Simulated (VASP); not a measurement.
# Sc2Al (P6_3/mmc) in VASP: further runs, part 2 of 2

VASP 6.6.1. Earlier steps stand in the parts before.

**4. Single point, PBEsol (strain +0.025 along x and y, -0.025 along z)**

Contents of INCAR:

```
PREC = Accurate
ENCUT = 520
EDIFF = 1E-7
ISMEAR = 0
SIGMA = 0.15
LREAL = False
LASPH = True
NELM = 80
ALGO = Fast
ISIF = 2
LWAVE = False
LCHARG = False
GGA = PS
NBANDS = 34
```

Contents of KPOINTS:

```
Automatic mesh
0
Gamma
  12 12 8
```

Contents of POSCAR:

```
Sc2Al
1.0
    4.9721714466      0.0000000000      0.0000000000
   -2.4860857233      4.3060267847      0.0000000000
    0.0000000000      0.0000000000      5.9333150372
Sc Al
4 2
Direct
    0.0000000000      0.0000000000      0.0000000000
    0.0000000000      0.0000000000      0.5000000000
    0.3333333333      0.6666666667      0.7500000000
    0.6666666667      0.3333333333      0.2500000000
    0.3333333333      0.6666666667      0.2500000000
    0.6666666667      0.3333333333      0.7500000000
```

Potentials or basis: VASP PAW PBE potentials, release 64 (Sc_sv, Al).

The run is started by

```sh
$ cat potpaw_PBE.64/Sc_sv/POTCAR potpaw_PBE.64/Al/POTCAR > POTCAR
$ mpirun -np 1 vasp_std > vasp.out
```

OUTCAR:

```text
PREC = Accurate
   ENCUT = 520
   EDIFF = 1E-7
   ISMEAR = 0
   LREAL = False
   LASPH = True
   NELM = 80
   ISIF = 2
   GGA = PS

 ion  position               nearest neighbor table
   1  0.000  0.000  0.000-   2 2.97   2 2.97   4 3.23   5 3.23   6 3.23   3 3.23   3 3.23   5 3.23
                             4 3.23   6 3.23   4 3.23   6 3.23   3 3.23   5 3.23
   2  0.000  0.000  0.500-   1 2.97   1 2.97   4 3.23   5 3.23   6 3.23   3 3.23   3 3.23   5 3.23
                             4 3.23   6 3.23   4 3.23   6 3.23   3 3.23   5 3.23
   3  0.333  0.667  0.750-   6 2.87   6 2.87   6 2.87   5 2.97   5 2.97   1 3.23   2 3.23   2 3.23
                             1 3.23   2 3.23   1 3.23
   4  0.667  0.333  0.250-   5 2.87   5 2.87   5 2.87   6 2.97   6 2.97   1 3.23   2 3.23   1 3.23
                             2 3.23   1 3.23   2 3.23
   5  0.333  0.667  0.250-   4 2.87   4 2.87   4 2.87   3 2.97   3 2.97   1 3.23   2 3.23   2 3.23
                             1 3.23   2 3.23   1 3.23
   6  0.667  0.333  0.750-   3 2.87   3 2.87   3 2.87   4 2.97   4 2.97   1 3.23   2 3.23   1 3.23
                             2 3.23   1 3.23   2 3.23

  LATTYP: Found a hexagonal cell.
 ALAT       =     4.9721714466
 C/A-ratio  =     1.1933045956

  Lattice vectors:

 A1 = (   4.9721714466,   0.0000000000,   0.0000000000)
 A2 = (  -2.4860857233,   4.3060267847,   0.0000000000)
 A3 = (   0.0000000000,   0.0000000000,   5.9333150372)

Analysis of symmetry for initial positions (statically):
=====================================================================
 Subroutine PRICEL returns:
 Original cell was already a primitive cell.

 Routine SETGRP: Setting up the symmetry group for a
 hexagonal supercell.

 Subroutine GETGRP returns: Found 24 space group operations
 (whereof 12 operations were pure point group operations)
 out of a pool of 24 trial point group operations.

The static configuration has the point symmetry D_3d.
 The point group associated with its full space group is D_6h.

Analysis of symmetry for dynamics (positions and initial velocities):
=====================================================================
 Subroutine PRICEL returns:
 Original cell was already a primitive cell.

 Routine SETGRP: Setting up the symmetry group for a
 hexagonal supercell.

 Subroutine GETGRP returns: Found 24 space group operations
 (whereof 12 operations were pure point group operations)
 out of a pool of 24 trial point group operations.

The dynamic configuration has the point symmetry D_3d.
 The point group associated with its full space group is D_6h.

 Subroutine INISYM returns: Found 24 space group operations
 (whereof 12 operations are pure point group operations),
 and found     1 'primitive' translations

----------------------------------------------------------------------------------------

                                     Primitive cell

  volume of cell :     127.0341

  direct lattice vectors                    reciprocal lattice vectors
     4.972171447  0.000000000  0.000000000     0.201119372  0.116116324  0.000000000
    -2.486085723  4.306026785  0.000000000     0.000000000  0.232232647  0.000000000
     0.000000000  0.000000000  5.933315037     0.000000000  0.000000000  0.168539846

  length of vectors
[... 42 lines left out ...]

 Found     95 irreducible k-points:

 Following reciprocal coordinates:
            Coordinates               Weight
  0.000000  0.000000  0.000000      1.000000
  0.083333  0.000000  0.000000      6.000000
  0.166667 -0.000000  0.000000      6.000000
  0.250000  0.000000  0.000000      6.000000
  0.333333  0.000000  0.000000      6.000000
  0.416667  0.000000  0.000000      6.000000
[... 16 lines left out ...]
  0.250000  0.000000  0.125000     12.000000
  0.333333  0.000000  0.125000     12.000000
 [... further k-points ...]
   k-points           NKPTS =     95   k-points in BZ     NKDIM =     95   number of bands    NBANDS=     34
   number of dos      NEDOS =    301   number of ions     NIONS =      6
   total plane-waves  NPLWV =  76800
   dimension x,y,z NGX =    40 NGY =   40 NGZ =   48
   dimension x,y,z NGXF=    80 NGYF=   80 NGZF=   96
   ions per type =               4   2
   NGX,Y,Z   is equivalent  to a cutoff of  13.37, 13.37, 13.45 a.u.
   NGXF,Y,Z  is equivalent  to a cutoff of  26.75, 26.75, 26.90 a.u.
 SYSTEM =  unknown system
   PREC   = accura    normal or accurate (medium, high low for compatibility)
   ISTART =      0    job   : 0-new  1-cont  2-samecut
   ICHARG =      2    charge: 1-file 2-atom 10-const
   ISPIN  =      1    spin polarized calculation?
   LNONCOLLINEAR =      F non collinear calculations
   LSORBIT =      F    spin-orbit coupling
   LASPH  =      T    aspherical Exc in radial PAW
   ENCUT  =  520.0 eV  38.22 Ry    6.18 a.u.   9.24  9.24 11.03*2*pi/ulx,y,z
   NELM   =     80;   NELMIN=  2; NELMDL= -5     # of ELM steps
   EDIFF  = 0.1E-06   stopping-criterion for ELM
   LREAL  =      F    real-space projection
   EDIFFG = 0.1E-05   stopping-criterion for IOM
   NSW    =      0    number of steps for IOM
   IBRION =     -1    ionic relax: 0-MD 1-quasi-New 2-CG
   NFREE  =      0    steps in history (QN), initial steepest desc. (CG)
   ISIF   =      2    stress and relaxation
   ISYM   =      2    0-nonsym 1-usesym 2-fastsym
   POTIM  = 0.5000    time-step for ionic-motion
   TEBEG  =    0.0;   TEEND  =   0.0 temperature during run
   PSTRESS=    0.0 pullay stress
   NELECT =      50.0000    total number of electrons
   NUPDOWN=      -1.0000    fix difference up-down
   EMIN   =  10.00;   EMAX   =-10.00  energy-range for DOS
   EFERMI =   0.00;   METHOD = LEGACY
   ISMEAR =     0;   SIGMA  =   0.15  broadening in eV -4-tet -1-fermi 0-gaus
   EFERMI_NEDOS =   21; number of points for ismear=-14 and -15
   IALGO  =     68    algorithm
   IMIX   =      4    mixing-type and parameters
     AMIX     =   0.40;   BMIX     =  1.00
     AMIX_MAG =   1.60;   BMIX_MAG =  1.00
  volume/ion in A,a.u.               =      21.17       142.88
  Fermi-wavevector in a.u.,A,eV,Ry     =   1.199752  2.267202 19.584287  1.439404
  Thomas-Fermi vector in A             =   2.335606
   LORBIT       =      0    0 simple, 1 ext, 2 COOP (PROOUT), +10 PAW based schemes
   GGA     = PS    functional components
   LHFCALC =     F    Hartree Fock is set to
   AEXX    =    0.0000 exact exchange contribution
   IVDW    =     0    specifies the selected vdW correction
   LEPSILON=     F    determine dielectric tensor
   LRPA    =     F    only Hartree local field effects (RPA)
 non-spin polarized calculation
 RMM-DIIS sequential band-by-band and
 Gauss-broadening in eV      SIGMA  =   0.15
  energy-cutoff  :      520.00
  volume of cell :      127.03
 maximum number of plane-waves:      3454
 NGX is ok and might be reduce to    40
   NGX = 19   NGY = 19   NGZ = 23

 number of electron      49.9999999 magnetization

 Free energy of the ion-electron system (eV)
  ---------------------------------------------------
  ext. energy  EPLUGINS =         0.00000000
  ---------------------------------------------------
  free energy    TOTEN  =       -36.65517071 eV

  energy without entropy =      -36.57286008  energy(sigma->0) =      -36.61401540

 E-fermi :   4.7434     XC(G=0): -10.2094

 val. band max:        4.7426913899   @ k =   0.1667  -0.0000   0.1250
 cond. band min:       4.7458074060   @ k =   0.1667  -0.0000   0.0000
 fundamental gap:      0.0031160162
 Fermi energy:         4.7434285303

 k-point     1 :       0.0000    0.0000    0.0000
  band No.  band energies     occupation
      1     -44.4828      2.00000
      2     -44.4191      2.00000
      3     -44.4019      2.00000
      4     -44.4007      2.00000
      5     -23.4231      2.00000
      6     -23.3080      2.00000
[... 877 lines left out ...]
     33       6.8403      0.00000
     34       7.2644      0.00000

 [... further k-points ...]
[... 5 lines left out ...]
  --------------------------------------------------------------------------------------
  -------------------------------------------------------------------------------------
  Total       -3.1805777     -3.1805777      2.0666843      0.0000000      0.0000000      0.0000000
  in kB      -40.1140357    -40.1140357     26.0654056      0.0000000      0.0000000      0.0000000
  external PRESSURE =     -18.0542219 kB  Pullay stress =       0.0000000 kB

 VOLUME and BASIS-vectors are now :
 -----------------------------------------------------------------------------
  energy-cutoff  :      520.00
  volume of cell :      127.03
      direct lattice vectors                 reciprocal lattice vectors
     4.972171447  0.000000000  0.000000000     0.201119372  0.116116324  0.000000000
    -2.486085723  4.306026785  0.000000000     0.000000000  0.232232647  0.000000000
     0.000000000  0.000000000  5.933315037     0.000000000  0.000000000  0.168539846

 POSITION                                       TOTAL-FORCE (eV/Angst)
 -----------------------------------------------------------------------------------
      0.00000      0.00000      0.00000        -0.000000     -0.000000     -0.000000
      0.00000      0.00000      2.96666        -0.000000     -0.000000     -0.000000
     -0.00000      2.87068      4.44999        -0.000000     -0.000000      0.000000
      2.48609      1.43534      1.48333         0.000000      0.000000      0.000000
     -0.00000      2.87068      1.48333        -0.000000      0.000000     -0.000000
      2.48609      1.43534      4.44999         0.000000     -0.000000     -0.000000
 -----------------------------------------------------------------------------------
    total drift:                               -0.000000     -0.000000     -0.000000

  FREE ENERGIE OF THE ION-ELECTRON SYSTEM (eV)
  ---------------------------------------------------
  free  energy   TOTEN  =       -36.6551707120 eV

  energy  without entropy=      -36.5728600844  energy(sigma->0) =      -36.61401540
```

Wall time 7.7 min (1 thread of Intel Xeon 6975P-C (Granite Rapids), shared host); peak memory 0.48 GiB.

What came out:

```yaml
Free_energy: -36.6552 eV
Pressure: -1.8 GPa
Band_gap_on_the_k_mesh: zero (bands 25 and 26 overlap by 0.72 eV)
```

Caveat: the cell differs from its parent crystal (strain +0.025 along x and y, -0.025 along z); the stress differs along the axes, from -4 to 3 GPa; the PAW data sets were made with another functional, which shifts forces and pressure a little.

**5. Single point, PBEsol (strain -0.025 along x and y, +0.000 along z)**

Contents of INCAR:

```
PREC = Accurate
ENCUT = 520
EDIFF = 1E-7
ISMEAR = 0
SIGMA = 0.15
LREAL = False
LASPH = True
NELM = 100
ALGO = Fast
ISIF = 2
LWAVE = False
LCHARG = True
GGA = PS
LELF = True
LVHAR = True
NBANDS = 34
```

KPOINTS is that of step 4.

POSCAR: that of step 4 with these lines changed.

```diff
@@ -2,5 +2,5 @@
 1.0
-    4.9721714466      0.0000000000      0.0000000000
-   -2.4860857233      4.3060267847      0.0000000000
-    0.0000000000      0.0000000000      5.9333150372
+    4.7296264979      0.0000000000      0.0000000000
+   -2.3648132490      4.0959766976      0.0000000000
+    0.0000000000      0.0000000000      6.0854513202
 Sc Al
```

Potentials or basis: VASP PAW PBE potentials, release 64 (Sc_sv, Al).

The run is started by

```sh
$ cat potpaw_PBE.64/Sc_sv/POTCAR potpaw_PBE.64/Al/POTCAR > POTCAR
$ mpirun -np 1 vasp_std > vasp.out
```

OUTCAR:

```text
PREC = Accurate
   ENCUT = 520
   EDIFF = 1E-7
   ISMEAR = 0
   LREAL = False
   LASPH = True
   NELM = 100
   ISIF = 2
   GGA = PS

 ion  position               nearest neighbor table
   1  0.000  0.000  0.000-   2 3.04   2 3.04   4 3.13   5 3.13   6 3.13   3 3.13   4 3.13   6 3.13
                             3 3.13   5 3.13   4 3.13   6 3.13   3 3.13   5 3.13
   2  0.000  0.000  0.500-   1 3.04   1 3.04   4 3.13   5 3.13   6 3.13   3 3.13   4 3.13   6 3.13
                             3 3.13   5 3.13   4 3.13   6 3.13   3 3.13   5 3.13
   3  0.333  0.667  0.750-   6 2.73   6 2.73   6 2.73   5 3.04   5 3.04   1 3.13   2 3.13   2 3.13
                             1 3.13   2 3.13   1 3.13
   4  0.667  0.333  0.250-   5 2.73   5 2.73   5 2.73   6 3.04   6 3.04   1 3.13   2 3.13   1 3.13
[... 1105 lines left out ...]
  Total        4.2759740      4.2759740      1.3647055     -0.0000000      0.0000000      0.0000000
  in kB       58.1123611     58.1123611     18.5469463     -0.0000000      0.0000000      0.0000000
  external PRESSURE =      44.9238895 kB  Pullay stress =       0.0000000 kB

 VOLUME and BASIS-vectors are now :
 -----------------------------------------------------------------------------
  energy-cutoff  :      520.00
  volume of cell :      117.89
      direct lattice vectors                 reciprocal lattice vectors
     4.729626498  0.000000000  0.000000000     0.211433186  0.122071007  0.000000000
    -2.364813249  4.095976698  0.000000000     0.000000000  0.244142014  0.000000000
     0.000000000  0.000000000  6.085451320     0.000000000  0.000000000  0.164326349

 POSITION                                       TOTAL-FORCE (eV/Angst)
 -----------------------------------------------------------------------------------
      0.00000      0.00000      0.00000        -0.000000     -0.000000      0.000000
      0.00000      0.00000      3.04273        -0.000000     -0.000000      0.000000
     -0.00000      2.73065      4.56409         0.000000     -0.000000     -0.000000
      2.36481      1.36533      1.52136        -0.000000      0.000000      0.000000
     -0.00000      2.73065      1.52136        -0.000000      0.000000      0.000000
      2.36481      1.36533      4.56409         0.000000     -0.000000      0.000000
 -----------------------------------------------------------------------------------
    total drift:                               -0.000000     -0.000000     -0.000000

  FREE ENERGIE OF THE ION-ELECTRON SYSTEM (eV)
  ---------------------------------------------------
  free  energy   TOTEN  =       -36.6488134672 eV

  energy  without entropy=      -36.5619242072  energy(sigma->0) =      -36.60536884
```

OSZICAR:

```text
N       E                     dE             d eps       ncg     rms          rms(c)
DAV:   1     0.839379372159E+03    0.83938E+03   -0.21345E+04  6524   0.150E+03
DAV:   2     0.302806088858E+02   -0.80910E+03   -0.79597E+03  9220   0.671E+02
DAV:   3    -0.383325888463E+02   -0.68613E+02   -0.65786E+02 10870   0.240E+02
[... 13 lines left out ...]
RMM:  17    -0.366488098927E+02   -0.23520E-05   -0.48642E-05 10020   0.295E-02    0.103E-02
RMM:  18    -0.366488126213E+02   -0.27286E-05   -0.28327E-05  9360   0.190E-02    0.429E-03
RMM:  19    -0.366488133828E+02   -0.76148E-06   -0.90021E-06  8747   0.114E-02    0.327E-03
RMM:  20    -0.366488134930E+02   -0.11018E-06   -0.44169E-06  7652   0.843E-03    0.194E-03
RMM:  21    -0.366488135486E+02   -0.55652E-07   -0.16683E-06  6925   0.556E-03    0.175E-03
RMM:  22    -0.366488134672E+02    0.81420E-07   -0.93441E-07  6473   0.454E-03
   1 F= -.36648813E+02 E0= -.36605369E+02  d E =-.868893E-01
```

Wall time 6.1 min (1 thread of Intel Xeon Platinum 8559C (Emerald Rapids), shared host); peak memory 0.44 GiB.

Results:

| Property | Result |
| --- | --- |
| Free energy | -36.6488 eV |
| Pressure | 4.5 GPa |
| Band gap on the k mesh | zero (bands 25 and 26 overlap by 0.83 eV) |

Stress tensor (GPa, compression positive):
```
5.81 0.00 0.00
0.00 5.81 0.00
0.00 0.00 1.85
```

Caveat: the cell differs from its parent crystal (strain -0.025 along x and y, +0.000 along z); the cell stands under pressure; the PAW data sets were made with another functional, which shifts forces and pressure a little.

**6. The runs side by side**

| cell | further INCAR settings | gap on the mesh (eV) | pressure (GPa) |
| --- | --- | --- | --- |
| a = 4.972, b = 4.972, c = 5.781 Å, angles 90.0, 90.0, 120.0°, 6 atoms | ALGO = Fast; EDIFF = 1e-06; NBANDS = 34 | none | 0.1 |
| a = 4.851, b = 4.851, c = 6.238 Å, angles 90.0, 90.0, 120.0°, 6 atoms | ALGO = Fast; EDIFF = 1e-06; NBANDS = 34 | none | -1.5 |
| a = 4.972, b = 4.972, c = 5.933 Å, angles 90.0, 90.0, 120.0°, 6 atoms | ALGO = Fast; EDIFF = 1e-07; NBANDS = 34 | none | -1.8 |
| a = 4.730, b = 4.730, c = 6.085 Å, angles 90.0, 90.0, 120.0°, 6 atoms | ALGO = Fast; EDIFF = 1e-07; NBANDS = 34 | none | 4.5 |

Alike in all rows: task single point; level PBEsol; potentials or basis VASP PAW PBE potentials, release 64 (Sc_sv, Al); no spin polarisation; k mesh 12 × 12 × 8; cutoff (eV) 520; smearing gaussian 0.15 eV.

Caveats: the PAW data sets were made with another functional, which shifts forces and pressure a little; the stress differs along the axes, from -3 to 7 GPa (at least some runs); the stress differs along the axes, from -4 to 3 GPa (at least some runs); the cell stands under pressure (at least some runs).

Total energies depend on the potentials used, so only differences within one code and one set of settings carry meaning.
